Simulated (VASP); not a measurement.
# Au (P6_3/mmc) in VASP: notebook

The runs below take Au through single point, with PBEsol.

Everything below comes from runs of VASP 6.6.1. Logs are shortened: lines on timing, memory, paths and dates and some standing lists are left out, and cuts for length are marked.

**1. The cell of the first run**

The structure is hexagonal, space group P6_3/mmc (No. 194). The conventional cell has a = 2.851 Å, b = 2.851 Å, c = 4.797 Å, α = 90.00°, β = 90.00°, γ = 120.00°. Au (site symmetry -6m2) has 12 Au at 2.85 to 2.91 Å within 3.8 Å.

This isn't the form of Au at room conditions, which is fcc.

**2. Single point, PBEsol**

INCAR reads:

```
ALGO     = Normal         # electronic algorithm
EDIFF    = 1E-6           # SCF threshold, eV
ENCUT    = 520            # plane-wave cutoff, eV
GGA      = PS             # functional
ISIF     = 2              # what is computed and relaxed
ISMEAR   = 1              # smearing method
LASPH    = True           # aspherical terms in the spheres
LCHARG   = False          # write CHGCAR
LREAL    = False          # projectors in reciprocal space
LWAVE    = False          # write WAVECAR
NBANDS   = 18             # bands
NELM     = 100            # most SCF steps
PREC     = Accurate       # precision mode
SIGMA    = 0.15           # smearing width, eV
```

KPOINTS reads:

```
k-points
0
Gamma
  11 11 6
```

POSCAR reads:

```
Au
1.0
    2.8508379602      0.0000000000      0.0000000000
   -1.4254189801      2.4688984191      0.0000000000
    0.0000000000      0.0000000000      4.7972721538
Au
2
Direct
    0.3333333333      0.6666666667      0.7500000000
    0.6666666667      0.3333333333      0.2500000000
```

Potentials or basis: VASP PAW PBE potentials, release 64 (Au).

The run is started by

```bash
$ cat potpaw_PBE.64/Au/POTCAR > POTCAR
$ mpirun -np 1 vasp_std > vasp.out
```

OUTCAR:

```text
EDIFF = 1E-6
   ENCUT = 520
   GGA = PS
   ISIF = 2
   ISMEAR = 1
   LASPH = True
   LREAL = False
   NELM = 100
   PREC = Accurate

 ion  position               nearest neighbor table
   1  0.333  0.667  0.750-   2 2.91   2 2.91   2 2.91   2 2.91   2 2.91   2 2.91
   2  0.667  0.333  0.250-   1 2.91   1 2.91   1 2.91   1 2.91   1 2.91   1 2.91

  LATTYP: Found a hexagonal cell.
 ALAT       =     2.8508379602
 C/A-ratio  =     1.6827586207

  Lattice vectors:

 A1 = (   2.8508379602,   0.0000000000,   0.0000000000)
 A2 = (  -1.4254189801,   2.4688984191,   0.0000000000)
 A3 = (   0.0000000000,   0.0000000000,   4.7972721538)

Analysis of symmetry for initial positions (statically):
=====================================================================
 Subroutine PRICEL returns:
 Original cell was already a primitive cell.

 Routine SETGRP: Setting up the symmetry group for a
 hexagonal supercell.

 Subroutine GETGRP returns: Found 24 space group operations
 (whereof 12 operations were pure point group operations)
 out of a pool of 24 trial point group operations.

The static configuration has the point symmetry D_3d.
 The point group associated with its full space group is D_6h.

Analysis of symmetry for dynamics (positions and initial velocities):
=====================================================================
 Subroutine PRICEL returns:
 Original cell was already a primitive cell.

 Routine SETGRP: Setting up the symmetry group for a
 hexagonal supercell.

 Subroutine GETGRP returns: Found 24 space group operations
 (whereof 12 operations were pure point group operations)
 out of a pool of 24 trial point group operations.

The dynamic configuration has the point symmetry D_3d.
 The point group associated with its full space group is D_6h.

 Subroutine INISYM returns: Found 24 space group operations
 (whereof 12 operations are pure point group operations),
 and found     1 'primitive' translations

----------------------------------------------------------------------------------------

                                     Primitive cell

  volume of cell :      33.7653

  direct lattice vectors                    reciprocal lattice vectors
     2.850837960  0.000000000  0.000000000     0.350774058  0.202519470  0.000000000
    -1.425418980  2.468898419  0.000000000     0.000000000  0.405038941  0.000000000
     0.000000000  0.000000000  4.797272154     0.000000000  0.000000000  0.208451797

  length of vectors
     2.850837960  2.850838240  4.797272154     0.405038980  0.405038941  0.208451797

  position of ions in fractional coordinates (direct lattice)
     0.333333333  0.666666667  0.750000000
     0.666666667  0.333333333  0.250000000

  ion indices of the primitive-cell ions
   primitive index   ion index
                 1           1
                 2           2

----------------------------------------------------------------------------------------

 KPOINTS: k-points

Automatic generation of k-mesh.
 Grid dimensions read from file:
 generate k-points for:   11   11    6

 Generating k-lattice:

  Cartesian coordinates                     Fractional coordinates (reciprocal lattice)
     0.031888551  0.018410861  0.000000000     0.090909091 -0.000000000  0.000000000
     0.000000000  0.036821722  0.000000000     0.000000000  0.090909091  0.000000000
     0.000000000  0.000000000  0.034741966     0.000000000  0.000000000  0.166666667

  Length of vectors
     0.036821725  0.036821722  0.034741966

  Shift w.r.t. Gamma in fractional coordinates (k-lattice)
     0.000000000  0.000000000  0.000000000

 Subroutine IBZKPT returns following result:
 ===========================================

 Found     64 irreducible k-points:

 Following reciprocal coordinates:
            Coordinates               Weight
  0.000000  0.000000  0.000000      1.000000
  0.090909  0.000000  0.000000      6.000000
  0.181818  0.000000  0.000000      6.000000
  0.272727 -0.000000  0.000000      6.000000
  0.363636  0.000000  0.000000      6.000000
  0.454545  0.000000  0.000000      6.000000
[... 16 lines left out ...]
  0.090909  0.090909  0.166667     12.000000
  0.181818  0.090909  0.166667     24.000000
 [... further k-points ...]
   k-points           NKPTS =     64   k-points in BZ     NKDIM =     64   number of bands    NBANDS=     18
   number of dos      NEDOS =    301   number of ions     NIONS =      2
   total plane-waves  NPLWV =  20736
   dimension x,y,z NGX =    24 NGY =   24 NGZ =   36
   dimension x,y,z NGXF=    48 NGYF=   48 NGZF=   72
   ions per type =               2
   NGX,Y,Z   is equivalent  to a cutoff of  14.00, 14.00, 12.48 a.u.
   NGXF,Y,Z  is equivalent  to a cutoff of  27.99, 27.99, 24.95 a.u.
 SYSTEM =  unknown system
   PREC   = accura    normal or accurate (medium, high low for compatibility)
   ISTART =      0    job   : 0-new  1-cont  2-samecut
   ICHARG =      2    charge: 1-file 2-atom 10-const
   ISPIN  =      1    spin polarized calculation?
   LNONCOLLINEAR =      F non collinear calculations
   LSORBIT =      F    spin-orbit coupling
   LASPH  =      T    aspherical Exc in radial PAW
   ENCUT  =  520.0 eV  38.22 Ry    6.18 a.u.   5.30  5.30  8.92*2*pi/ulx,y,z
   NELM   =    100;   NELMIN=  2; NELMDL= -5     # of ELM steps
   EDIFF  = 0.1E-05   stopping-criterion for ELM
   LREAL  =      F    real-space projection
   EDIFFG = 0.1E-04   stopping-criterion for IOM
   NSW    =      0    number of steps for IOM
   IBRION =     -1    ionic relax: 0-MD 1-quasi-New 2-CG
   NFREE  =      0    steps in history (QN), initial steepest desc. (CG)
   ISIF   =      2    stress and relaxation
   ISYM   =      2    0-nonsym 1-usesym 2-fastsym
   POTIM  = 0.5000    time-step for ionic-motion
   TEBEG  =    0.0;   TEEND  =   0.0 temperature during run
   PSTRESS=    0.0 pullay stress
   NELECT =      22.0000    total number of electrons
   NUPDOWN=      -1.0000    fix difference up-down
   EMIN   =  10.00;   EMAX   =-10.00  energy-range for DOS
   EFERMI =   0.00;   METHOD = LEGACY
   ISMEAR =     1;   SIGMA  =   0.15  broadening in eV -4-tet -1-fermi 0-gaus
   EFERMI_NEDOS =   21; number of points for ismear=-14 and -15
   IALGO  =     38    algorithm
   IMIX   =      4    mixing-type and parameters
     AMIX     =   0.40;   BMIX     =  1.00
     AMIX_MAG =   1.60;   BMIX_MAG =  1.00
  volume/ion in A,a.u.               =      16.88       113.93
  Fermi-wavevector in a.u.,A,eV,Ry     =   1.419250  2.681994 27.405830  2.014272
  Thomas-Fermi vector in A             =   2.540291
   LORBIT       =      0    0 simple, 1 ext, 2 COOP (PROOUT), +10 PAW based schemes
   GGA     = PS    functional components
   LHFCALC =     F    Hartree Fock is set to
   AEXX    =    0.0000 exact exchange contribution
   IVDW    =     0    specifies the selected vdW correction
   LEPSILON=     F    determine dielectric tensor
   LRPA    =     F    only Hartree local field effects (RPA)
 non-spin polarized calculation
 Methfessel and Paxton  Order N= 1 SIGMA  =   0.15
  energy-cutoff  :      520.00
  volume of cell :       33.77
 maximum number of plane-waves:       930
 NGX is ok and might be reduce to    24
   NGX = 11   NGY = 11   NGZ = 17

 number of electron      22.0000001 magnetization

 Free energy of the ion-electron system (eV)
  ---------------------------------------------------
  ext. energy  EPLUGINS =         0.00000000
  ---------------------------------------------------
  free energy    TOTEN  =        -7.83426480 eV

  energy without entropy =       -7.83100377  energy(sigma->0) =       -7.83317779

 E-fermi :   9.3867     XC(G=0): -12.9399

 val. band max:        9.2799747116   @ k =   0.3636   0.0909   0.5000
 cond. band min:       9.3934530446   @ k =   0.0909   0.0000   0.0000
 fundamental gap:      0.1134783330
 Fermi energy:         9.3866561638

 k-point     1 :       0.0000    0.0000    0.0000
  band No.  band energies     occupation
      1      -0.5873      2.00000
      2       1.9173      2.00000
      3       4.5035      2.00000
      4       4.8115      2.00000
      5       4.8115      2.00000
      6       5.1293      2.00000
[... 10 lines left out ...]
     17      28.0418      0.00000
     18      28.0418      0.00000

 k-point     2 :       0.0909    0.0000    0.0000
  band No.  band energies     occupation
      1      -0.3231      2.00000
      2       2.1361      2.00000
      3       4.4148      2.00000
      4       4.8762      2.00000
      5       4.9905      2.00000
      6       5.0431      2.00000
[... 10 lines left out ...]
     17      26.7724      0.00000
     18      27.3316      0.00000

 k-point     3 :       0.1818    0.0000    0.0000
  band No.  band energies     occupation
      1       0.4184      2.00000
      2       2.6544      2.00000
      3       4.2121      2.00000
      4       4.7458      2.00000
      5       4.8118      2.00000
      6       5.2965      2.00000
[... 10 lines left out ...]
     17      25.9560      0.00000
     18      26.6426      0.00000

 k-point     4 :       0.2727   -0.0000    0.0000
  band No.  band energies     occupation
      1       1.4266      2.00000
      2       2.8957      2.00000
      3       3.9580      2.00000
      4       4.3826      2.00000
      5       4.6347      2.00000
      6       5.2108      2.00000
[... 375 lines left out ...]
      4       4.1554      2.00000
      5       4.9895      2.00000
      6       5.3501      2.00000
[... 10 lines left out ...]
     17      21.8364      0.00000
     18      24.8087      0.00000

 k-point    23 :       0.0909    0.0909    0.1667
  band No.  band energies     occupation
      1       0.3990      2.00000
      2       2.5379      2.00000
      3       4.2607      2.00000
      4       4.5982      2.00000
      5       4.7433      2.00000
      6       5.1848      2.00000
[... 10 lines left out ...]
     17      25.9741      0.00000
     18      27.1807      0.00000

 k-point    24 :       0.1818    0.0909    0.1667
  band No.  band energies     occupation
      1       1.2683      2.00000
      2       3.0825      2.00000
      3       4.0172      2.00000
      4       4.1282      2.00000
      5       4.5941      2.00000
      6       5.0515      2.00000
[... 10 lines left out ...]
     17      25.5632      0.00000
     18      27.0147      0.00000

 [... further k-points ...]

------------------------ aborting loop because EDIFF is reached ----------------------------------------

  FORCE on cell =-STRESS in cart. coord.  units (eV):
  Direction    XX          YY          ZZ          XY          YZ          ZX
  --------------------------------------------------------------------------------------
  -------------------------------------------------------------------------------------
  Total        0.3667615      0.3667616      0.0649043      0.0000000      0.0000000      0.0000000
  in kB       17.4030058     17.4030104      3.0797402      0.0000000      0.0000000      0.0000000
  external PRESSURE =      12.6285855 kB  Pullay stress =       0.0000000 kB

 VOLUME and BASIS-vectors are now :
 -----------------------------------------------------------------------------
  energy-cutoff  :      520.00
  volume of cell :       33.77
      direct lattice vectors                 reciprocal lattice vectors
     2.850837960  0.000000000  0.000000000     0.350774058  0.202519470  0.000000000
    -1.425418980  2.468898419  0.000000000     0.000000000  0.405038941  0.000000000
     0.000000000  0.000000000  4.797272154     0.000000000  0.000000000  0.208451797

 POSITION                                       TOTAL-FORCE (eV/Angst)
 -----------------------------------------------------------------------------------
     -0.00000      1.64593      3.59795         0.000000      0.000000      0.000000
      1.42542      0.82297      1.19932        -0.000000     -0.000000      0.000000
 -----------------------------------------------------------------------------------
    total drift:                               -0.000000      0.000000     -0.000000

  FREE ENERGIE OF THE ION-ELECTRON SYSTEM (eV)
  ---------------------------------------------------
  free  energy   TOTEN  =        -7.8342648046 eV

  energy  without entropy=       -7.8310037674  energy(sigma->0) =       -7.83317779
```

Wall time 42 s (1 thread of Intel Xeon 8259CL, shared host); peak memory 0.17 GiB.

What came out:

* Free energy: -7.8343 eV
* Pressure: 1.3 GPa
* Band gap on the k mesh: zero (bands 11 and 12 overlap by 6.43 eV)

Caveat: the PAW data sets were made with another functional, which shifts forces and pressure a little; spin-orbit coupling is left out, which moves the levels of the heavy elements.

**3. Single point, PBEsol**

This run uses another cell than the first one, of 17.42 Å³/atom.

INCAR reads:

```
PREC = Accurate ; ENCUT = 520
EDIFF = 1E-6 ; ISMEAR = 1
SIGMA = 0.15 ; LREAL = False
LASPH = True ; NELM = 80
ALGO = Normal ; ISIF = 2
LWAVE = False ; LCHARG = False
GGA = PS ; NBANDS = 18
```

KPOINTS reads:

```
regular mesh
0
Gamma
  11 11 6
```

POSCAR reads:

```
Au
1.0
    2.8805363263      0.0000000000      0.0000000000
   -1.4402681631      2.4946179619      0.0000000000
    0.0000000000      0.0000000000      4.8472473353
Au
2
Direct
    0.3333333333      0.6666666667      0.7500000000
    0.6666666667      0.3333333333      0.2500000000
```

Potentials or basis: VASP PAW PBE potentials, release 64 (Au).

The run is started by

```bash
$ cat potpaw_PBE.64/Au/POTCAR > POTCAR
$ mpirun -np 1 vasp_std > vasp.out
```

Run time: 40 s. Hardware: 1 thread of Intel Xeon 8259CL, shared host; peak memory 0.18 GiB.

Results (log left out):

```yaml
Free_energy: -7.8260 eV
Pressure: -3.8 GPa
Band_gap_on_the_k_mesh: zero (bands 11 and 12 overlap by 6.27 eV)
```

Stress tensor (GPa, compression positive):
```
-3.53  0.00  0.00
 0.00 -3.53  0.00
 0.00  0.00 -4.39
```

Levels at points of the mesh, in eV from the Fermi level:
| k point | band 7 | band 8 | band 9 | band 10 | band 11 | band 12 | band 13 | band 14 | band 15 | band 16 |
| --- | --- | --- | --- | --- | --- | --- | --- | --- | --- | --- |
| (0.00, 0.00, 0.00) | -4.11 | -3.43 | -3.43 | -2.11 | -2.11 | -1.09 | 2.57 | 14.62 | 15.68 | 16.77 |
| (0.00, 0.00, 0.50) | -4.45 | -4.45 | -2.56 | -2.56 | -2.56 | -2.56 | 10.44 | 10.44 | 14.91 | 14.91 |

Caveat: the cell stands under tension; the PAW data sets were made with another functional, which shifts forces and pressure a little; spin-orbit coupling is left out, which moves the levels of the heavy elements.

**4. Single point, PBEsol**

This run uses another cell than the first one, of 17.95 Å³/atom.

INCAR reads:

```
PREC = Accurate
ENCUT = 520
EDIFF = 1E-6
ISMEAR = 1
SIGMA = 0.15
LREAL = F
LASPH = T
NELM = 80
ALGO = Normal
ISIF = 2
LWAVE = F
LCHARG = F
GGA = PS
NBANDS = 18
```

KPOINTS is that of step 3.

POSCAR reads:

```
Au
1.0
    2.9096346223      0.0000000000      0.0000000000
   -1.4548173111      2.5198178287      0.0000000000
    0.0000000000      0.0000000000      4.8962127437
Au
2
Direct
    0.3333333333      0.6666666667      0.7500000000
    0.6666666667      0.3333333333      0.2500000000
```

The run is started by

```bash
$ cat potpaw_PBE.64/Au/POTCAR > POTCAR
$ mpirun -np 1 vasp_std > vasp.out
```

Run time: 42 s. Hardware: 1 thread of Intel Xeon 8259CL, shared host; peak memory 0.18 GiB.

The run converged. Its results:

| Item | Value |
| --- | --- |
| Free energy | -7.7873 eV |
| Pressure | -7.9 GPa |
| Band gap on the k mesh | zero (bands 11 and 12 overlap by 6.11 eV) |

Stress tensor (GPa, compression positive):
```
-7.82  0.00  0.00
 0.00 -7.82  0.00
 0.00  0.00 -8.20
```

Levels at points of the mesh, in eV from the Fermi level:
| k point | band 8 | band 9 | band 10 | band 11 | band 12 | band 13 | band 14 | band 15 |
| --- | --- | --- | --- | --- | --- | --- | --- | --- |
| (0.00, 0.00, 0.00) | -3.32 | -3.32 | -2.08 | -2.08 | -0.94 | 2.43 | 14.63 | 15.65 |
| (0.00, 0.00, 0.50) | -4.30 | -2.50 | -2.50 | -2.50 | -2.50 | 10.25 | 10.25 | 14.91 |

Caveat: the cell stands under tension; the PAW data sets were made with another functional, which shifts forces and pressure a little; spin-orbit coupling is left out, which moves the levels of the heavy elements.

**5. The runs side by side**

| cell | gap on the mesh (eV) | pressure (GPa) |
| --- | --- | --- |
| a = 2.851, b = 2.851, c = 4.797 Å, angles 90.0, 90.0, 120.0°, 2 atoms | none | 1.3 |
| a = 2.881, b = 2.881, c = 4.847 Å, angles 90.0, 90.0, 120.0°, 2 atoms | none | -3.8 |
| a = 2.910, b = 2.910, c = 4.896 Å, angles 90.0, 90.0, 120.0°, 2 atoms | none | -7.9 |

Alike in all rows: task single point; level PBEsol; potentials or basis VASP PAW PBE potentials, release 64 (Au); no spin polarisation; k mesh 11 × 11 × 6; cutoff (eV) 520; smearing methfessel-paxton 0.15 eV.

Caveats: the PAW data sets were made with another functional, which shifts forces and pressure a little; spin-orbit coupling is left out, which moves the levels of the heavy elements; the cell stands under tension (at least some runs).

Absolute energies hang on the potentials; compare differences alone.
